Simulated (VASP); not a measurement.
# CdSiN2 (P-4m2) in VASP: a series of runs

CdSiN2 is run at these levels: r2SCAN, LDA; tasks: single point, relaxation of cell and atoms.

Everything below comes from runs of VASP 6.6.1. Logs are shortened: lines on timing, memory, paths and dates and some standing lists are left out, and cuts for length are marked.

## 1. The cell of the first run

The structure is tetragonal, space group P-4m2 (No. 115). The conventional cell has a = 3.034 Å, b = 3.034 Å, c = 5.110 Å, α = 90.00°, β = 90.00°, γ = 90.00°. Within 2.9 Å of Cd (site symmetry -4m2) lie 4 N at 2.23 Å. N (site symmetry 2mm) has 2 Si at 1.77 Å and 2 Cd at 2.23 Å within 2.4 Å. Si (site symmetry -4m2) has 4 N at 1.77 Å within 2.4 Å.

## 2. Single point, r2SCAN

The input, POSCAR:

```
CdSiN2
1.0
    3.0339884445      0.0000000000      0.0000000000
    0.0000000000      3.0339884445      0.0000000000
    0.0000000000      0.0000000000      5.1102333224
Cd N Si
1 2 1
Direct
    0.0000000000      0.0000000000      0.0000000000
    0.0000000000      0.5000000000      0.3197391382
    0.5000000000      0.0000000000      0.6802608618
    0.5000000000      0.5000000000      0.5000000000
```

The input, INCAR.step1:

```
SYSTEM = CdSiN2
PREC     = Accurate       ! precision mode
ENCUT    = 660            ! plane-wave cutoff, eV
ISMEAR   = 0              ! smearing method
SIGMA    = 0.01           ! smearing width, eV
LREAL    = .False.        ! projectors in reciprocal space
LASPH    = .True.         ! aspherical terms in the spheres
NELM     = 120            ! most SCF steps
NBANDS   = 25             ! bands
GGA      = PE             ! functional
ALGO     = Normal         ! electronic algorithm
EDIFF    = 1E-5           ! SCF threshold, eV
LWAVE    = .True.         ! write WAVECAR
LCHARG   = .False.        ! write CHGCAR
GGA_COMPAT= .False.
```

The input, INCAR.step2:

```
SYSTEM = CdSiN2
PREC     = Accurate       ! precision mode
ENCUT    = 660            ! plane-wave cutoff, eV
EDIFF    = 1E-6           ! SCF threshold, eV
ISMEAR   = 0              ! smearing method
SIGMA    = 0.01           ! smearing width, eV
LREAL    = .False.        ! projectors in reciprocal space
LASPH    = .True.         ! aspherical terms in the spheres
NELM     = 120            ! most SCF steps
ALGO     = Normal         ! electronic algorithm
ISIF     = 2              ! what is computed and relaxed
LWAVE    = .False.        ! write WAVECAR
LCHARG   = .False.        ! write CHGCAR
METAGGA  = R2SCAN         ! meta-GGA
LMIXTAU  = .True.       
NBANDS   = 25             ! bands
ISTART   = 1            
GGA_COMPAT= .False.
```

The input, KPOINTS:

```
regular mesh
0
Gamma
  8 8 6
  0 0 0
```

Potentials or basis: VASP PAW PBE potentials, release 64 (Cd_sv_GW, N, Si).

Started as:

```sh
> cat potpaw_PBE.64/Cd_sv_GW/POTCAR potpaw_PBE.64/N/POTCAR potpaw_PBE.64/Si/POTCAR > POTCAR
> cp INCAR.step1 INCAR
> mpirun -np 1 vasp_std > vasp.out
> cp INCAR.step2 INCAR
> mpirun -np 1 vasp_std > vasp.out
```

OUTCAR:

```text
SYSTEM = CdSiN2
   PREC = Accurate
   ENCUT = 660
   EDIFF = 1E-6
   ISMEAR = 0
   LREAL = .False.
   LASPH = .True.
   NELM = 120
   ISIF = 2
   METAGGA = R2SCAN
   ISTART = 1

 ion  position               nearest neighbor table
   1  0.000  0.000  0.000-
   2  0.000  0.500  0.320-   4 1.77   4 1.77
   3  0.500  0.000  0.680-   4 1.77   4 1.77
   4  0.500  0.500  0.500-   2 1.77   3 1.77   3 1.77   2 1.77

  LATTYP: Found a simple tetragonal cell.
 ALAT       =     3.0339884445
 C/A-ratio  =     1.6843285385

  Lattice vectors:

 A1 = (   3.0339884445,   0.0000000000,   0.0000000000)
 A2 = (   0.0000000000,   3.0339884445,   0.0000000000)
 A3 = (   0.0000000000,   0.0000000000,   5.1102333224)

Analysis of symmetry for initial positions (statically):
=====================================================================
 Subroutine PRICEL returns:
 Original cell was already a primitive cell.

 Routine SETGRP: Setting up the symmetry group for a
 simple tetragonal supercell.

 Subroutine GETGRP returns: Found  8 space group operations
 (whereof  8 operations were pure point group operations)
 out of a pool of 16 trial point group operations.

The static configuration has the point symmetry D_2d.

Analysis of symmetry for dynamics (positions and initial velocities):
=====================================================================
 Subroutine PRICEL returns:
 Original cell was already a primitive cell.

 Routine SETGRP: Setting up the symmetry group for a
 simple tetragonal supercell.

 Subroutine GETGRP returns: Found  8 space group operations
 (whereof  8 operations were pure point group operations)
 out of a pool of 16 trial point group operations.

The dynamic configuration has the point symmetry D_2d.

 Subroutine INISYM returns: Found  8 space group operations
 (whereof  8 operations are pure point group operations),
 and found     1 'primitive' translations

----------------------------------------------------------------------------------------

                                     Primitive cell

  volume of cell :      47.0401

  direct lattice vectors                    reciprocal lattice vectors
     3.033988444  0.000000000  0.000000000     0.329599146  0.000000000  0.000000000
     0.000000000  3.033988444  0.000000000     0.000000000  0.329599146  0.000000000
     0.000000000  0.000000000  5.110233322     0.000000000  0.000000000  0.195685781

  length of vectors
     3.033988444  3.033988444  5.110233322     0.329599146  0.329599146  0.195685781

  position of ions in fractional coordinates (direct lattice)
     0.000000000  0.000000000  0.000000000
     0.000000000  0.500000000  0.319739138
     0.500000000  0.000000000  0.680260862
     0.500000000  0.500000000  0.500000000

  ion indices of the primitive-cell ions
   primitive index   ion index
                 1           1
                 2           2
                 3           3
                 4           4

----------------------------------------------------------------------------------------

 KPOINTS: regular mesh

Automatic generation of k-mesh.
 Grid dimensions read from file:
 generate k-points for:    8    8    6

 Generating k-lattice:

  Cartesian coordinates                     Fractional coordinates (reciprocal lattice)
     0.041199893  0.000000000  0.000000000     0.125000000  0.000000000  0.000000000
     0.000000000  0.041199893  0.000000000     0.000000000  0.125000000  0.000000000
     0.000000000  0.000000000  0.032614297     0.000000000  0.000000000  0.166666667

  Length of vectors
     0.041199893  0.041199893  0.032614297

  Shift w.r.t. Gamma in fractional coordinates (k-lattice)
     0.000000000  0.000000000  0.000000000

 Subroutine IBZKPT returns following result:
 ===========================================

 Found     60 irreducible k-points:

 Following reciprocal coordinates:
            Coordinates               Weight
  0.000000  0.000000  0.000000      1.000000
  0.125000  0.000000  0.000000      4.000000
  0.250000  0.000000  0.000000      4.000000
  0.375000  0.000000  0.000000      4.000000
  0.500000  0.000000  0.000000      2.000000
  0.125000  0.125000  0.000000      4.000000
[... 16 lines left out ...]
  0.375000  0.125000  0.166667     16.000000
  0.500000  0.125000  0.166667      8.000000
 [... further k-points ...]
   k-points           NKPTS =     60   k-points in BZ     NKDIM =     60   number of bands    NBANDS=     25
   number of dos      NEDOS =    301   number of ions     NIONS =      4
   total plane-waves  NPLWV =  37632
   dimension x,y,z NGX =    28 NGY =   28 NGZ =   48
   dimension x,y,z NGXF=    56 NGYF=   56 NGZF=   96
   ions per type =               1   2   1
   NGX,Y,Z   is equivalent  to a cutoff of  15.34, 15.34, 15.62 a.u.
   NGXF,Y,Z  is equivalent  to a cutoff of  30.68, 30.68, 31.23 a.u.
 SYSTEM =  CdSiN2
   PREC   = accura    normal or accurate (medium, high low for compatibility)
   ISTART =      1    job   : 0-new  1-cont  2-samecut
   ICHARG =      0    charge: 1-file 2-atom 10-const
   ISPIN  =      1    spin polarized calculation?
   LNONCOLLINEAR =      F non collinear calculations
   LSORBIT =      F    spin-orbit coupling
   LASPH  =      T    aspherical Exc in radial PAW
   ENCUT  =  660.0 eV  48.51 Ry    6.96 a.u.   6.36  6.36 10.70*2*pi/ulx,y,z
   NELM   =    120;   NELMIN=  2; NELMDL=  0     # of ELM steps
   EDIFF  = 0.1E-05   stopping-criterion for ELM
   LREAL  =      F    real-space projection
   EDIFFG = 0.1E-04   stopping-criterion for IOM
   NSW    =      0    number of steps for IOM
   IBRION =     -1    ionic relax: 0-MD 1-quasi-New 2-CG
   NFREE  =      0    steps in history (QN), initial steepest desc. (CG)
   ISIF   =      2    stress and relaxation
   ISYM   =      2    0-nonsym 1-usesym 2-fastsym
   POTIM  = 0.5000    time-step for ionic-motion
   TEBEG  =    0.0;   TEEND  =   0.0 temperature during run
   PSTRESS=    0.0 pullay stress
   NELECT =      34.0000    total number of electrons
   NUPDOWN=      -1.0000    fix difference up-down
   EMIN   =  10.00;   EMAX   =-10.00  energy-range for DOS
   EFERMI =   0.00;   METHOD = LEGACY
   ISMEAR =     0;   SIGMA  =   0.01  broadening in eV -4-tet -1-fermi 0-gaus
   EFERMI_NEDOS =   21; number of points for ismear=-14 and -15
   IALGO  =     38    algorithm
   IMIX   =      4    mixing-type and parameters
     AMIX     =   0.40;   BMIX     =  1.00
     AMIX_MAG =   1.60;   BMIX_MAG =  1.00
  volume/ion in A,a.u.               =      11.76        79.36
  Fermi-wavevector in a.u.,A,eV,Ry     =   1.469191  2.776369 29.368480  2.158522
  Thomas-Fermi vector in A             =   2.584598
   LORBIT       =      0    0 simple, 1 ext, 2 COOP (PROOUT), +10 PAW based schemes
   METAGGA = R2SCAN    functional components
   LHFCALC =     F    Hartree Fock is set to
   AEXX    =    0.0000 exact exchange contribution
   IVDW    =     0    specifies the selected vdW correction
   LEPSILON=     F    determine dielectric tensor
   LRPA    =     F    only Hartree local field effects (RPA)
 non-spin polarized calculation
 Gauss-broadening in eV      SIGMA  =   0.01
  energy-cutoff  :      660.00
  volume of cell :       47.04
 maximum number of plane-waves:      1829
 NGX is ok and might be reduce to    28
   NGX = 13   NGY = 13   NGZ = 21

 number of electron      34.0000001 magnetization

 Free energy of the ion-electron system (eV)
  ---------------------------------------------------
  ext. energy  EPLUGINS =         0.00000000
  ---------------------------------------------------
  free energy    TOTEN  =       -49.47703528 eV

  energy without entropy =      -49.47703528  energy(sigma->0) =      -49.47703528

 E-fermi :   6.7379     XC(G=0): -12.1934

 val. band max:        6.6300522703   @ k =   0.5000   0.0000   0.5000
 cond. band min:       8.1634734870   @ k =   0.0000   0.0000   0.0000
 fundamental gap:      1.5334212166
 Fermi energy:         6.7379057505

 k-point     1 :       0.0000    0.0000    0.0000
  band No.  band energies     occupation
      1     -97.8196      2.00000
      2     -58.0330      2.00000
      3     -58.0330      2.00000
      4     -57.8643      2.00000
      5     -11.1786      2.00000
      6      -8.2037      2.00000
[... 17 lines left out ...]
     24      18.4869      0.00000
     25      21.2782      0.00000

 k-point     2 :       0.1250    0.0000    0.0000
  band No.  band energies     occupation
      1     -97.8194      2.00000
      2     -58.0374      2.00000
      3     -58.0327      2.00000
      4     -57.8639      2.00000
      5     -11.0137      2.00000
      6      -8.1984      2.00000
[... 17 lines left out ...]
     24      18.7433      0.00000
     25      20.9919      0.00000

 k-point     3 :       0.2500    0.0000    0.0000
  band No.  band energies     occupation
      1     -97.8188      2.00000
      2     -58.0480      2.00000
      3     -58.0319      2.00000
      4     -57.8630      2.00000
      5     -10.5464      2.00000
      6      -8.2383      2.00000
[... 17 lines left out ...]
     24      18.4776      0.00000
     25      21.1112      0.00000

 k-point     4 :       0.3750    0.0000    0.0000
  band No.  band energies     occupation
      1     -97.8182      2.00000
      2     -58.0586      2.00000
      3     -58.0312      2.00000
      4     -57.8620      2.00000
      5      -9.8772      2.00000
      6      -8.4581      2.00000
[... 17 lines left out ...]
     24      18.3764      0.00000
     25      21.6861      0.00000
[... 477 lines left out ...]
 k-point    22 :       0.2500    0.1250    0.1667
  band No.  band energies     occupation
      1     -97.8186      2.00000
      2     -58.0477      2.00000
      3     -58.0363      2.00000
      4     -57.8626      2.00000
      5     -10.3594      2.00000
      6      -8.2564      2.00000
[... 17 lines left out ...]
     24      18.5607      0.00000
     25      19.7430      0.00000

 k-point    23 :       0.3750    0.1250    0.1667
  band No.  band energies     occupation
      1     -97.8180      2.00000
      2     -58.0582      2.00000
      3     -58.0355      2.00000
      4     -57.8617      2.00000
      5      -9.7185      2.00000
      6      -8.4171      2.00000
[... 17 lines left out ...]
     24      19.2137      0.00000
     25      20.0608      0.00000

 k-point    24 :       0.5000    0.1250    0.1667
  band No.  band energies     occupation
      1     -97.8178      2.00000
      2     -58.0626      2.00000
      3     -58.0352      2.00000
      4     -57.8613      2.00000
      5      -9.2396      2.00000
      6      -8.6906      2.00000
[... 17 lines left out ...]
     24      18.8460      0.00000
     25      20.9904      0.00000

 [... further k-points ...]
[... 5 lines left out ...]
  --------------------------------------------------------------------------------------
  -------------------------------------------------------------------------------------
  Total       -0.0196871     -0.0196871     -0.0369088      0.0000000      0.0000000      0.0000000
  in kB       -0.6705391     -0.6705391     -1.2571062      0.0000000      0.0000000      0.0000000
  external PRESSURE =      -0.8660615 kB  Pullay stress =       0.0000000 kB

 VOLUME and BASIS-vectors are now :
 -----------------------------------------------------------------------------
  energy-cutoff  :      660.00
  volume of cell :       47.04
      direct lattice vectors                 reciprocal lattice vectors
     3.033988444  0.000000000  0.000000000     0.329599146  0.000000000  0.000000000
     0.000000000  3.033988444  0.000000000     0.000000000  0.329599146  0.000000000
     0.000000000  0.000000000  5.110233322     0.000000000  0.000000000  0.195685781

 POSITION                                       TOTAL-FORCE (eV/Angst)
 -----------------------------------------------------------------------------------
      0.00000      0.00000      0.00000        -0.000000     -0.000000      0.000000
      0.00000      1.51699      1.63394        -0.000000      0.000000     -0.008730
      1.51699      0.00000      3.47629         0.000000      0.000000      0.008730
      1.51699      1.51699      2.55512        -0.000000      0.000000      0.000000
 -----------------------------------------------------------------------------------
    total drift:                                0.000000     -0.000000     -0.000000

  FREE ENERGIE OF THE ION-ELECTRON SYSTEM (eV)
  ---------------------------------------------------
  free  energy   TOTEN  =       -49.4770352762 eV

  energy  without entropy=      -49.4770352762  energy(sigma->0) =      -49.47703528
```

Wall time 3.5 min (1 thread of AMD EPYC 9R45 (Zen 5), shared host); peak memory 0.25 GiB.

Results:

- Free energy: -49.4770 eV
- Pressure: -0.1 GPa
- Largest force: 0.009 eV/Å
- Band gap on the k mesh: 1.53 eV (least direct gap 1.56 eV)

Forces on the atoms (eV/Å):
```
Cd   0.000  0.000  0.000
N    0.000  0.000 -0.009
N    0.000  0.000  0.009
Si   0.000  0.000  0.000
```

Caveat: the PAW data sets were made with another functional, which shifts forces and pressure a little. A k mesh can miss the band edges.

## 3. Relaxation of cell and atoms, LDA

This run uses another cell than the first one, of 12.05 Å³/atom.

The input, INCAR:

```
SYSTEM = CdSiN2
ALGO = Normal
EDIFF = 1E-7
EDIFFG = -0.005
ENCUT = 600
GGA = CA
GGA_COMPAT = .FALSE.
IBRION = 2
ISIF = 3
ISMEAR = -1
LASPH = .TRUE.
LCHARG = .FALSE.
LREAL = .FALSE.
LWAVE = .FALSE.
NELM = 120
NELMIN = 4
NSW = 80
PREC = Accurate
SIGMA = 0.02
```

The input, KPOINTS:

```
k-points
0
G
  8 8 4
  0 0 0
```

The input, POSCAR:

```
CdSiN2
1.0
    3.0629606225      0.0000000000      0.0000000000
    0.0000000000      3.0629606225      0.0000000000
    0.0000000000      0.0000000000      5.1381725337
Cd N Si
1 2 1
Direct
    0.0000000000      0.0000000000      0.0000000000
    0.0000000000      0.5000000000      0.3198118653
    0.5000000000      0.0000000000      0.6801881347
    0.5000000000      0.5000000000      0.5000000000
```

Potentials or basis: VASP PAW LDA potentials, release 64 (Cd_sv_GW, N, Si).

Started as:

```sh
> cat potpaw_LDA.64/Cd_sv_GW/POTCAR potpaw_LDA.64/N/POTCAR potpaw_LDA.64/Si/POTCAR > POTCAR
> mpirun -np 1 vasp_std > vasp.out
```

Run time: 3.5 min. Hardware: 1 thread of AMD EPYC 9R45 (Zen 5), shared host; peak memory 0.18 GiB.

It converged, with:

| Property | Result |
| --- | --- |
| Free energy | -27.9319 eV |
| Relaxed volume | 11.41 Å³/atom |
| Relaxed cell | a = 3.014 Å, b = 3.014 Å, c = 5.026 Å, α = 90.00°, β = 90.00°, γ = 90.00° |
| Space group after relaxing (to 0.1 Å) | P-4m2 (No. 115) |
| Energy gained by relaxing | 21.4 meV/atom |
| Ionic steps | 14 |
| Pressure after relaxing | 0.0 GPa |
| Band gap on the k mesh | 1.38 eV (least direct gap 1.39 eV) |

Step by step:
```
step  energy change (eV)  largest force (eV/Å)  pressure (GPa)  volume (Å³)
   1              0.0000                0.1044           -9.95        48.20
   2              0.0163                0.4113           13.45        43.17
   3             -0.0831                0.2519           -0.02        45.70
   4             -0.0831                0.2545            0.20        45.66
   5             -0.0856                0.0437            0.12        45.61
   6             -0.0857                0.0001            0.13        45.62
   7             -0.0857                0.0057            0.14        45.62
   8             -0.0857                0.0070           -0.10        45.67
   9             -0.0857                0.0071           -0.02        45.65
  10             -0.0857                0.0069           -0.03        45.65
  11             -0.0857                0.0062            0.05        45.64
  12             -0.0857                0.0069            0.00        45.65
  13             -0.0857                0.0068            0.00        45.65
  14             -0.0857                0.0003            0.00        45.65
```

Final structure:
```cif
data_structure
_symmetry_space_group_name_H-M 'P 1'
_symmetry_Int_Tables_number 1
_cell_length_a 3.0139
_cell_length_b 3.0139
_cell_length_c 5.0256
_cell_angle_alpha 90.000
_cell_angle_beta 90.000
_cell_angle_gamma 90.000
_cell_volume 45.65
loop_
_atom_site_label
_atom_site_type_symbol
_atom_site_fract_x
_atom_site_fract_y
_atom_site_fract_z
_atom_site_occupancy
Cd1 Cd 0.00000 0.00000 0.00000 1
N1 N 0.00000 0.50000 0.31748 1
N2 N 0.50000 0.00000 0.68252 1
Si1 Si 0.50000 0.50000 0.50000 1
```

Levels at points of the mesh, in eV from the valence-band top:
```csv
k point,band 15,band 16,band 17,band 18,band 19,band 20
"(0.00, 0.00, 0.00)",-2.55,-0.01,-0.01,1.38,4.37,6.38
"(0.50, 0.00, 0.00)",-3.22,-3.18,-0.13,4.19,5.46,5.49
"(0.50, 0.50, 0.00)",-2.50,-2.50,-1.79,2.83,2.83,6.73
"(0.00, 0.00, 0.50)",-3.62,-0.52,-0.52,3.80,4.04,4.41
"(0.50, 0.00, 0.50)",-1.89,-1.42,0.00,3.36,4.18,6.24
"(0.50, 0.50, 0.50)",-3.53,-3.53,-1.92,5.58,5.58,7.63
```

A k mesh can miss the band edges.

(Part 1 of 2 ends here.)
